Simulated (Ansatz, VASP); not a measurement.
# One calculation of Be, two programs

The input INCAR:

```
SYSTEM = Be
PREC = Accurate
ENCUT = 600
EDIFF = 1E-6
ISMEAR = -1
SIGMA = 0.1
LREAL = .FALSE.
LASPH = .TRUE.
NELM = 120
ALGO = Normal
ISIF = 2
LWAVE = .FALSE.
LCHARG = .TRUE.
GGA = CA
LELF = .TRUE.
LVHAR = .TRUE.
NBANDS = 7
GGA_COMPAT = .FALSE.
```

KPOINTS

```
regular mesh
0
G
  21 21 21
  0 0 0
```

The input POSCAR:

```
Be
1.0
    2.0675056490      0.0000000000      0.0000000000
    0.0000000000      2.0675056490      0.0000000000
    0.0000000000      0.0000000000      2.0675056490
Be
1
Direct
    0.0000000000      0.0000000000      0.0000000000
```

Input for Ansatz:

```yaml
crystal:
  lattice:
    - [2.067505649, 0.0, 0.0]
    - [0.0, 2.067505649, 0.0]
    - [0.0, 0.0, 2.067505649]
  atoms:
    - { symbol: Be, position: [0.0, 0.0, 0.0] }
kpoints:
  mp_grid: { grid: [21, 21, 21] }
scf:
  occupations: { method: fermi_dirac, width: 0.1 }
hamiltonian:
  xc: lda
  pseudopotentials: { kind: all_electron, lapw: { basis_error: 0.001 } }
output:
  forces: true
  stress: true
  eigenvalues: true
  populations: true
```

Change from the starting cell: volume scaled by 0.9, LAPW.

Alike in both runs: task single point; functional LDA; k mesh 21 × 21 × 21; occupations fermi-dirac, width 0.1 eV; no spin polarisation.

```csv
,VASP,Ansatz
version,VASP 6.6.1,Ansatz 0.2.0
potentials or method,"VASP PAW LDA potentials, release 64 (Be), cutoff 600 eV","all-electron LAPW, scalar-relativistic"
```

|  | VASP | Ansatz | Ansatz less VASP |
| --- | --- | --- | --- |
| pressure (GPa) | 10.4 | 10.0 | -0.37 |

LDA's correlation is that of Perdew and Zunger in VASP and of Perdew and Wang (1992) in Ansatz. Ansatz ran all-electron here, and VASP with PAW potentials.
